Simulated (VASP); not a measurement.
Here is a VASP 6.6.1 calculation.

The input INCAR:

```
PREC = Accurate
ENCUT = 1000
EDIFF = 1E-6
ISMEAR = -1
SIGMA = 0.02
LREAL = Auto
LASPH = True
NELM = 120
ALGO = Normal
ISIF = 2
LWAVE = False
LCHARG = True
GGA = PE
IVDW = 12
LELF = True
LVHAR = True
NBANDS = 78
GGA_COMPAT = False
```

The input KPOINTS:

```
Automatic mesh
0
Gamma
  1 1 1
```

POSCAR

```
N
1.0
    9.6720280000      0.0000000000      0.0000000000
    0.0000000000      9.6720280000      0.0000000000
    0.0000000000      0.0000000000      9.6720280000
N
24
Direct
    0.0822681655      0.9760724431      0.1916040772
    0.1652807457      0.9000387509      0.2129853222
    0.7178949441      0.3562334600      0.9795980740
    0.6730542964      0.4195914238      0.8954895499
   -0.0028329116      0.9235395100      0.7444043793
    0.0319167811      0.8599747643      0.8316870050
    0.7292782858      0.2421829217      0.4874158760
    0.6825145667      0.2073815336      0.5865160854
    0.4451186452      0.0454196369      0.7687115877
    0.4407038524      0.1543006286      0.7989534356
    0.4457389908      0.4728067371      0.6863917267
    0.3422446668      0.4364027896      0.7147932161
    0.5307573551      0.9004936710      0.1965048075
    0.4774489900      0.9806423224      0.1328159927
    0.4862682366      0.4222175535      0.1861553751
    0.4264565818      0.3788864135      0.2746476747
    0.6360920378      0.8165919288      0.5493987404
    0.7183808814      0.8181221146      0.4689295771
    0.3047861317      0.8279235751      0.5403416946
    0.2558615422      0.9209030412      0.4938054356
    0.9748731083      0.5462453169      0.5724239012
    0.9912709103      0.5141217540      0.6830625387
    0.1439408571      0.2287421004      0.9954892604
    0.0970944253      0.1787629233      0.9059733905
```

Potentials or basis: VASP PAW PBE potentials, release 64 (N_h).

Run with:

```sh
$ cat potpaw_PBE.64/N_h/POTCAR > POTCAR
$ mpirun -np 1 vasp_gam > vasp.out
```

Problem. Predict the dispersion energy per atom.

Solution. -0.032 eV.

Problem. Estimate the largest force.

Solution. 2.996 eV/Å.

Forces in eV/Å, atoms in the order of the input:
```
N    0.552 -0.576  0.164
N   -0.661  0.520 -0.276
N   -0.201  0.318 -0.514
N    0.357 -0.356  0.501
N   -0.281  0.366 -0.638
N    0.235 -0.466  0.594
N   -0.536 -0.385  1.114
N    0.600  0.413 -1.166
N    0.025 -1.214 -0.301
N   -0.044  1.078  0.420
N    0.779  0.362 -0.343
N   -0.872 -0.215  0.216
N   -0.877  1.310 -1.055
N    0.892 -1.287  1.032
N   -0.949 -0.606  1.347
N    0.880  0.609 -1.269
N    1.078  0.013 -0.999
N   -1.011 -0.025  1.033
N   -0.572  0.940 -0.505
N    0.584 -0.970  0.626
N    0.426 -0.821  2.850
N   -0.439  0.818 -2.838
N    0.769  0.845  1.425
N   -0.736 -0.674 -1.416
```

Caveat: the k points lie up to 0.65 Å⁻¹ apart; the atoms stand as in a frame of molecular dynamics.
